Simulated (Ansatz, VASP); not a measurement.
**W in VASP and in Ansatz**

Contents of POSCAR:

```
W
1.0
   -1.5518803921      1.5518803921      1.5518803921
    1.5518803921     -1.5518803921      1.5518803921
    1.5518803921      1.5518803921     -1.5518803921
W
1
Direct
    0.0000000000      0.0000000000      0.0000000000
```

Contents of INCAR.step1:

```
PREC = Accurate
ENCUT = 520
ISMEAR = 0
SIGMA = 0.1
LREAL = F
LASPH = T
NELM = 100
NBANDS = 13
GGA = PE
ALGO = Normal
EDIFF = 1E-4
LWAVE = T
LCHARG = F
```

The input INCAR.step2:

```
PREC = Accurate
ENCUT = 520
EDIFF = 1E-7
ISMEAR = 0
SIGMA = 0.1
LREAL = F
LASPH = T
NELM = 100
ALGO = Normal
ISIF = 2
LWAVE = F
LCHARG = F
METAGGA = R2SCAN
LMIXTAU = T
NBANDS = 13
ISTART = 1
```

File KPOINTS:

```
regular mesh
0
Gamma
  18 18 18
```

Input for Ansatz:

```yaml
crystal:
  lattice:
    - [-1.5518803921, 1.5518803921, 1.5518803921]
    - [1.5518803921, -1.5518803921, 1.5518803921]
    - [1.5518803921, 1.5518803921, -1.5518803921]
  atoms:
    - { symbol: W, position: [0.0, 0.0, 0.0] }
basis:
  ecutwfc: 500
kpoints:
  mp_grid: { grid: [18, 18, 18] }
hamiltonian:
  xc: r2scan
scf:
  occupations: { method: gaussian, width: 0.1 }
output:
  forces: true
  stress: true
  eigenvalues: true
```

Alike in both runs: task single point; functional r2SCAN; k mesh 18 × 18 × 18; occupations gaussian, width 0.1 eV; no spin polarisation.

|  | VASP | Ansatz |
| --- | --- | --- |
| version | VASP 6.6.1 | Ansatz 0.2.0 |
| potentials or method | VASP PAW PBE potentials, release 64 (W_sv), cutoff 520 eV | scalar-relativistic, plane waves, PAW |
| valence electrons in the cell | 14 | 14 |

Ansatz gave:

- gap on the k mesh at the Fermi level (eV): none
- pressure (GPa): 22.6

Task: Estimate VASP's values.

Result: gap on the k mesh at the Fermi level (eV): none; pressure (GPa): 24.2.

VASP's potentials were made for PBE, not for r2SCAN. A gap of «none» marks a metal or a gap that the smearing closes. With one functional, cell and mesh, what is left measures potentials, basis and numerics.

Neither program's run includes spin-orbit coupling.
